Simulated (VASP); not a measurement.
# MoS2 (C2/m) in VASP: a series of runs

The runs below take MoS2 through single point, with PBEsol+D3(BJ).

Everything below comes from runs of VASP 6.6.1. Logs are shortened: lines on timing, memory, paths and dates and some standing lists are left out, and cuts for length are marked.

## (1) The cell of the first run

The structure is monoclinic, space group C2/m (No. 12). Conventional cell: a = 5.334 Å, b = 3.080 Å, c = 17.174 Å, α = 90.00°, β = 93.56°, γ = 90.00°. Mo (site symmetry m) has 6 S at 2.40 Å and 6 Mo at 3.08 Å within 3.2 Å. Within 3.2 Å of Mo (site symmetry 2/m) lie 6 S at 2.40 Å and 6 Mo at 3.08 Å. Within 3.2 Å of S (site symmetry m) lie 3 Mo at 2.40 Å and 7 S at 2.43 to 3.08 Å. Within 3.2 Å of S (site symmetry m) lie 3 Mo at 2.40 Å and 9 S at 3.08 to 3.13 Å. S (site symmetry m) has 3 Mo at 2.40 Å and 9 S at 3.08 to 3.13 Å within 3.2 Å.

## (2) Single point, PBEsol+D3(BJ)

INCAR reads:

```
SYSTEM = MoS2
  PREC = Accurate
  ENCUT = 520
  EDIFF = 1E-6
  ISMEAR = 0
  SIGMA = 0.15
  LREAL = .FALSE.
  LASPH = .TRUE.
  NELM = 60
  ALGO = Fast
  ISIF = 2
  LWAVE = .FALSE.
  LCHARG = .FALSE.
  GGA = PS
  IVDW = 12
  NBANDS = 49
```

KPOINTS reads:

```
Automatic mesh
0
G
  14 14 3
  0 0 0
```

POSCAR reads:

```
MoS2
1.0
   -3.0798097231      0.0000000000      0.0000000000
   -1.5399048616     -2.6671934590      0.0000000000
   -3.6957716678     -2.1337547672     17.1411508765
Mo S
3 6
Direct
    0.5314157509      0.5314157509      0.1690636447
    0.3236371989     -0.6763628011      0.8454535013
   -0.0724735251     -0.0724735251      0.5072585730
   -0.0848250027     -0.0848250027      0.9393645867
    0.5190642733     -0.4809357267      0.6011696583
    0.1229535493      0.1229535493      0.2629747300
    0.3359886765      0.3359886765      0.4133474877
    0.9398779525     -0.0601220475      0.0751525593
   -0.2679005995     -0.2679005995      0.7515424160
```

Potentials or basis: VASP PAW PBE potentials, release 64 (Mo_sv, S).

On the command line:

```
cat potpaw_PBE.64/Mo_sv/POTCAR potpaw_PBE.64/S/POTCAR > POTCAR
mpirun -np 1 vasp_std > vasp.out
```

OUTCAR:

```text
SYSTEM = MoS2
   PREC = Accurate
   ENCUT = 520
   EDIFF = 1E-6
   ISMEAR = 0
   LREAL = .FALSE.
   LASPH = .TRUE.
   NELM = 60
   ISIF = 2
   GGA = PS
   IVDW = 12
 IVDW          = 12

 ion  position               nearest neighbor table
   1  0.531  0.531  0.169-   6 2.40   6 2.40   6 2.40   8 2.40   8 2.40   8 2.40
   2  0.324  0.324  0.845-   9 2.40   9 2.40   9 2.40   4 2.40   4 2.40   4 2.40
   3  0.928  0.928  0.507-   7 2.40   5 2.40   7 2.40   5 2.40   5 2.40   7 2.40
   4  0.915  0.915  0.939-   2 2.40   2 2.40   2 2.40   8 2.43
   5  0.519  0.519  0.601-   3 2.40   3 2.40   3 2.40
   6  0.123  0.123  0.263-   1 2.40   1 2.40   1 2.40
   7  0.336  0.336  0.413-   3 2.40   3 2.40   3 2.40
   8  0.940  0.940  0.075-   1 2.40   1 2.40   1 2.40   4 2.43
   9  0.732  0.732  0.752-   2 2.40   2 2.40   2 2.40

  LATTYP: Found a base centered monoclinic cell.
 ALAT       =     5.3343869181
 B/A-ratio  =     0.5773502692
 C/A-ratio  =     3.2195490597
 COS(beta)  =    -0.0621205008

  Lattice vectors:

 A1 = (  -3.0798097231,   0.0000000000,   0.0000000000)
 A2 = (  -1.5399048616,  -2.6671934590,   0.0000000000)
 A3 = (   0.9239429169,   0.5334386918,  17.1411508765)

Analysis of symmetry for initial positions (statically):
=====================================================================
 Subroutine PRICEL returns:
 Original cell was already a primitive cell.

 Routine SETGRP: Setting up the symmetry group for a
 base centered monoclinic supercell.

 Subroutine GETGRP returns: Found  4 space group operations
 (whereof  2 operations were pure point group operations)
 out of a pool of  4 trial point group operations.

The static configuration has the point symmetry C_1h.
 The point group associated with its full space group is C_2h.

Analysis of symmetry for dynamics (positions and initial velocities):
=====================================================================
 Subroutine PRICEL returns:
 Original cell was already a primitive cell.

 Routine SETGRP: Setting up the symmetry group for a
 base centered monoclinic supercell.

 Subroutine GETGRP returns: Found  4 space group operations
 (whereof  2 operations were pure point group operations)
 out of a pool of  4 trial point group operations.

The dynamic configuration has the point symmetry C_1h.
 The point group associated with its full space group is C_2h.

 Subroutine INISYM returns: Found  4 space group operations
 (whereof  2 operations are pure point group operations),
 and found     1 'primitive' translations

----------------------------------------------------------------------------------------

                                     Primitive cell

  volume of cell :     140.8051

  direct lattice vectors                    reciprocal lattice vectors
    -3.079809723  0.000000000  0.000000000    -0.324695384  0.187462967 -0.046671312
    -1.539904862 -2.667193459  0.000000000     0.000000000 -0.374925934 -0.046671312
    -3.695771668 -2.133754767 17.141150876     0.000000000  0.000000000  0.058339140

  length of vectors
     3.079809723  3.079809723 17.664390479     0.377819623  0.377819623  0.058339140

  position of ions in fractional coordinates (direct lattice)
     0.531415751  0.531415751  0.169063645
     0.323637199  0.323637199  0.845453501
     0.927526475  0.927526475  0.507258573
     0.915174997  0.915174997  0.939364587
     0.519064273  0.519064273  0.601169658
     0.122953549  0.122953549  0.262974730
     0.335988677  0.335988677  0.413347488
     0.939877952  0.939877952  0.075152559
     0.732099400  0.732099400  0.751542416

  ion indices of the primitive-cell ions
   primitive index   ion index
                 1           1
                 2           2
                 3           3
                 4           4
                 5           5
                 6           6
                 7           7
                 8           8
                 9           9

----------------------------------------------------------------------------------------

 KPOINTS: Automatic mesh

Automatic generation of k-mesh.
 Grid dimensions read from file:
 generate k-points for:   14   14    3

 Generating k-lattice:

  Cartesian coordinates                     Fractional coordinates (reciprocal lattice)
    -0.023192527  0.013390212 -0.003333665     0.071428571  0.000000000  0.000000000
     0.000000000 -0.026780424 -0.003333665     0.000000000  0.071428571  0.000000000
     0.000000000  0.000000000  0.019446380     0.000000000  0.000000000  0.333333333

  Length of vectors
     0.026987116  0.026987116  0.019446380

  Shift w.r.t. Gamma in fractional coordinates (k-lattice)
     0.000000000  0.000000000  0.000000000

 Subroutine IBZKPT returns following result:
 ===========================================

 Found    162 irreducible k-points:

 Following reciprocal coordinates:
            Coordinates               Weight
  0.000000  0.000000  0.000000      1.000000
  0.071429  0.000000  0.000000      4.000000
  0.142857  0.000000  0.000000      4.000000
  0.214286 -0.000000 -0.000000      4.000000
  0.285714  0.000000  0.000000      4.000000
  0.357143  0.000000  0.000000      4.000000
[... 16 lines left out ...]
  0.214286  0.142857 -0.000000      4.000000
  0.285714  0.142857  0.000000      4.000000
 [... further k-points ...]
   k-points           NKPTS =    162   k-points in BZ     NKDIM =    162   number of bands    NBANDS=     49
   number of dos      NEDOS =    301   number of ions     NIONS =      9
   total plane-waves  NPLWV =  80640
   dimension x,y,z NGX =    24 NGY =   24 NGZ =  140
   dimension x,y,z NGXF=    48 NGYF=   48 NGZF=  280
   ions per type =               3   6
   NGX,Y,Z   is equivalent  to a cutoff of  12.96, 12.96, 13.18 a.u.
   NGXF,Y,Z  is equivalent  to a cutoff of  25.91, 25.91, 26.35 a.u.
 SYSTEM =  MoS2
   PREC   = accura    normal or accurate (medium, high low for compatibility)
   ISTART =      0    job   : 0-new  1-cont  2-samecut
   ICHARG =      2    charge: 1-file 2-atom 10-const
   ISPIN  =      1    spin polarized calculation?
   LNONCOLLINEAR =      F non collinear calculations
   LSORBIT =      F    spin-orbit coupling
   LASPH  =      T    aspherical Exc in radial PAW
   ENCUT  =  520.0 eV  38.22 Ry    6.18 a.u.   5.73  5.73 32.84*2*pi/ulx,y,z
   NELM   =     60;   NELMIN=  2; NELMDL= -5     # of ELM steps
   EDIFF  = 0.1E-05   stopping-criterion for ELM
   LREAL  =      F    real-space projection
   EDIFFG = 0.1E-04   stopping-criterion for IOM
   NSW    =      0    number of steps for IOM
   IBRION =     -1    ionic relax: 0-MD 1-quasi-New 2-CG
   NFREE  =      0    steps in history (QN), initial steepest desc. (CG)
   ISIF   =      2    stress and relaxation
   ISYM   =      2    0-nonsym 1-usesym 2-fastsym
   POTIM  = 0.5000    time-step for ionic-motion
   TEBEG  =    0.0;   TEEND  =   0.0 temperature during run
   PSTRESS=    0.0 pullay stress
   NELECT =      78.0000    total number of electrons
   NUPDOWN=      -1.0000    fix difference up-down
   EMIN   =  10.00;   EMAX   =-10.00  energy-range for DOS
   EFERMI =   0.00;   METHOD = LEGACY
   ISMEAR =     0;   SIGMA  =   0.15  broadening in eV -4-tet -1-fermi 0-gaus
   EFERMI_NEDOS =   21; number of points for ismear=-14 and -15
   IALGO  =     68    algorithm
   IMIX   =      4    mixing-type and parameters
     AMIX     =   0.40;   BMIX     =  1.00
     AMIX_MAG =   1.60;   BMIX_MAG =  1.00
  volume/ion in A,a.u.               =      15.65       105.58
  Fermi-wavevector in a.u.,A,eV,Ry     =   1.344519  2.540772 24.595674  1.807731
  Thomas-Fermi vector in A             =   2.472506
   LORBIT       =      0    0 simple, 1 ext, 2 COOP (PROOUT), +10 PAW based schemes
   GGA     = PS    functional components
   LHFCALC =     F    Hartree Fock is set to
   AEXX    =    0.0000 exact exchange contribution
   IVDW    =    12    specifies the selected vdW correction
   LEPSILON=     F    determine dielectric tensor
   LRPA    =     F    only Hartree local field effects (RPA)
 non-spin polarized calculation
 RMM-DIIS sequential band-by-band and
 Gauss-broadening in eV      SIGMA  =   0.15
  energy-cutoff  :      520.00
  volume of cell :      140.81
 maximum number of plane-waves:      3816
   NGX = 11   NGY = 11   NGZ = 65

 number of electron      78.0000005 magnetization

 Free energy of the ion-electron system (eV)
  ---------------------------------------------------
  ext. energy  EPLUGINS =         0.00000000
  ---------------------------------------------------
  free energy    TOTEN  =       -67.20626411 eV

  energy without entropy =      -67.17658577  energy(sigma->0) =      -67.19142494

 E-fermi :   9.4064     XC(G=0): -11.8334

 val. band max:        9.4038000704   @ k =  -0.2857   0.2857  -0.0000
 cond. band min:       9.4151783886   @ k =   0.3571   0.2143   0.0000
 fundamental gap:      0.0113783183
 Fermi energy:         9.4063880975

 k-point     1 :       0.0000    0.0000    0.0000
  band No.  band energies     occupation
      1     -52.1164      2.00000
      2     -52.1164      2.00000
      3     -52.0837      2.00000
      4     -26.3298      2.00000
      5     -26.3293      2.00000
      6     -26.2640      2.00000
[... 41 lines left out ...]
     48      12.6731      0.00000
     49      12.8196      0.00000

 k-point     2 :       0.0714    0.0000    0.0000
  band No.  band energies     occupation
      1     -52.1136      2.00000
      2     -52.1135      2.00000
      3     -52.0809      2.00000
      4     -26.3245      2.00000
      5     -26.3241      2.00000
      6     -26.2588      2.00000
[... 41 lines left out ...]
     48      12.6190      0.00000
     49      12.8430      0.00000

 k-point     3 :       0.1429    0.0000    0.0000
  band No.  band energies     occupation
      1     -52.1055      2.00000
      2     -52.1055      2.00000
      3     -52.0728      2.00000
      4     -26.3098      2.00000
      5     -26.3094      2.00000
      6     -26.2441      2.00000
[... 41 lines left out ...]
     48      12.4182      0.00000
     49      12.5424      0.00000

 k-point     4 :       0.2143   -0.0000   -0.0000
  band No.  band energies     occupation
      1     -52.0939      2.00000
      2     -52.0939      2.00000
      3     -52.0612      2.00000
      4     -26.2885      2.00000
      5     -26.2882      2.00000
      6     -26.2427      2.00000
[... 977 lines left out ...]
     48      12.2991      0.00000
     49      12.4047      0.00000

 k-point    23 :       0.2143    0.1429   -0.0000
  band No.  band energies     occupation
      1     -52.0983      2.00000
      2     -52.0983      2.00000
      3     -52.0656      2.00000
      4     -26.2972      2.00000
      5     -26.2969      2.00000
      6     -26.2310      2.00000
[... 41 lines left out ...]
     48      12.2597      0.00000
     49      12.6929      0.00000

 k-point    24 :       0.2857    0.1429    0.0000
  band No.  band energies     occupation
      1     -52.0878      2.00000
      2     -52.0878      2.00000
      3     -52.0551      2.00000
      4     -26.2876      2.00000
      5     -26.2875      2.00000
      6     -26.2739      2.00000
[... 41 lines left out ...]
     48      12.3212      0.00000
     49      12.6645      0.00000

 [... further k-points ...]

------------------------ aborting loop because EDIFF is reached ----------------------------------------

 Edisp (eV)   -3.79346

 E8    (eV) :    -2.3848

  FORCE on cell =-STRESS in cart. coord.  units (eV):
  Direction    XX          YY          ZZ          XY          YZ          ZX
  --------------------------------------------------------------------------------------
  -------------------------------------------------------------------------------------
  Total       0.72374     1.29670     3.17108    -0.49619    -1.34607    -2.33146
  in kB       8.23525    14.75475    36.08271    -5.64605   -15.31651   -26.52897
  external pressure =       19.69 kB  Pullay stress =        0.00 kB

 VOLUME and BASIS-vectors are now :
 -----------------------------------------------------------------------------
  energy-cutoff  :      520.00
  volume of cell :      140.81
      direct lattice vectors                 reciprocal lattice vectors
    -3.079809723  0.000000000  0.000000000    -0.324695384  0.187462967 -0.046671312
    -1.539904862 -2.667193459  0.000000000     0.000000000 -0.374925934 -0.046671312
    -3.695771668 -2.133754767 17.141150876     0.000000000  0.000000000  0.058339140

 POSITION                                       TOTAL-FORCE (eV/Angst)
 -----------------------------------------------------------------------------------
     -3.07981     -1.77813      2.89795        -0.398883     -0.230295      0.014602
     -4.61971     -2.66719     14.49205         0.398883      0.230295     -0.014602
     -6.15962     -3.55626      8.69500        -0.000000      0.000000     -0.000000
     -7.69952     -4.44532     16.10179         0.348819      0.201391     -1.274215
     -4.61971     -2.66719     10.30474         0.000975      0.000563     -0.022457
     -1.53990     -0.88906      4.50769         0.078189      0.045142     -0.004475
     -3.07981     -1.77813      7.08525        -0.000975     -0.000563      0.022457
     -4.61971     -2.66719      1.28820        -0.348819     -0.201391      1.274215
     -6.15962     -3.55626     12.88230        -0.078189     -0.045142      0.004475
 -----------------------------------------------------------------------------------
    total drift:                               -0.000011     -0.000006     -0.000003

  FREE ENERGIE OF THE ION-ELECTRON SYSTEM (eV)
  ---------------------------------------------------
  free  energy   TOTEN  =       -70.9997252070 eV

  energy  without entropy=      -70.9700468603  energy(sigma->0) =      -70.98488603
```

Wall time 35 min (1 thread of Oxide Virtual Turin-like, shared host); peak memory 0.82 GiB.

Results:

```
Free energy                : -70.9997 eV
Pressure                   : 2.0 GPa
Largest force              : 1.336 eV/Å
Band gap on the k mesh     : zero (bands 39 and 40 overlap by 0.63 eV)
Dispersion energy per atom : -0.421 eV
```

Forces in eV/Å, atoms in the order of the input:
```
Mo  -0.399 -0.230  0.015
Mo   0.399  0.230 -0.015
Mo   0.000  0.000  0.000
S    0.349  0.201 -1.274
S    0.001  0.001 -0.022
S    0.078  0.045 -0.004
S   -0.001 -0.001  0.022
S   -0.349 -0.201  1.274
S   -0.078 -0.045  0.004
```

Caveat: the PAW data sets were made with another functional, which shifts forces and pressure a little.

## (3) Single point, PBEsol+D3(BJ)

This run uses another cell than the first one, of 16.60 Å³/atom.

INCAR reads:

```
PREC     = Accurate       # precision mode
ENCUT    = 520            # plane-wave cutoff, eV
EDIFF    = 1E-6           # SCF threshold, eV
ISMEAR   = 0              # smearing method
SIGMA    = 0.15           # smearing width, eV
LREAL    = F              # projectors in reciprocal space
LASPH    = T              # aspherical terms in the spheres
NELM     = 80             # most SCF steps
ALGO     = Fast           # electronic algorithm
ISIF     = 2              # what is computed and relaxed
LWAVE    = F              # write WAVECAR
LCHARG   = F              # write CHGCAR
GGA      = PS             # functional
IVDW     = 12             # dispersion correction
NBANDS   = 49             # bands
```

KPOINTS reads:

```
regular mesh
0
Gamma
  14 14 3
```

POSCAR reads:

```
MoS2
1.0
   -3.0798097231      0.0000000000      0.0000000000
   -1.5399048616     -2.6671934590      0.0000000000
   -0.4619714585     -0.2667193459     18.1911508765
Mo S
3 6
Direct
    0.6507361438      0.6507361438      0.1593052282
    0.9203346389     -0.0796653611      0.7966536105
    0.2855353914      0.2855353914      0.4779794193
    0.5781522554      0.5781522554      0.8851441131
    0.9433530078     -0.0566469922      0.5664699219
    0.3085537603      0.3085537603      0.2477957307
    0.6277177750      0.6277177750      0.3894889168
    0.9929185274     -0.0070814726      0.0708147256
    0.2625170225      0.2625170225      0.7081631080
```

Potentials or basis: VASP PAW PBE potentials, release 64 (Mo_sv, S).

On the command line:

```
cat potpaw_PBE.64/Mo_sv/POTCAR potpaw_PBE.64/S/POTCAR > POTCAR
mpirun -np 1 vasp_std > vasp.out
```

Wall time 23 min (1 thread of Oxide Virtual Turin-like, shared host); peak memory 0.86 GiB.

Results (log left out):

| Quantity | Value |
| --- | --- |
| Free energy | -71.3911 eV |
| Pressure | -0.3 GPa |
| Largest force | 0.169 eV/Å |
| Band gap on the k mesh | zero (bands 39 and 40 overlap by 0.51 eV) |
| Dispersion energy per atom | -0.396 eV |

Forces on the atoms (eV/Å):
```
Mo   0.010  0.005 -0.116
Mo  -0.010 -0.005  0.116
Mo   0.000  0.000  0.000
S   -0.005 -0.003  0.169
S    0.000  0.000  0.017
S    0.000  0.000  0.074
S    0.000  0.000 -0.017
S    0.005  0.003 -0.169
S    0.000  0.000 -0.074
```

Stress tensor (GPa, compression positive):
```
-0.09  0.00  0.08
 0.00 -0.09  0.05
 0.08  0.05 -0.77
```

Levels at points of the mesh, in eV from the Fermi level:
| k point | band 37 | band 38 | band 39 | band 40 | band 41 | band 42 |
| --- | --- | --- | --- | --- | --- | --- |
| (0.00, 0.00, 0.00) | -0.71 | -0.44 | -0.13 | 0.06 | 0.07 | 0.15 |
| (0.50, 0.00, 0.00) | -1.59 | -1.35 | -1.16 | 1.62 | 1.62 | 1.67 |
| (0.50, 0.50, 0.00) | -1.59 | -1.34 | -1.17 | 1.62 | 1.62 | 1.67 |

Caveat: the PAW data sets were made with another functional, which shifts forces and pressure a little.

(Continued in part 2 of 2.)
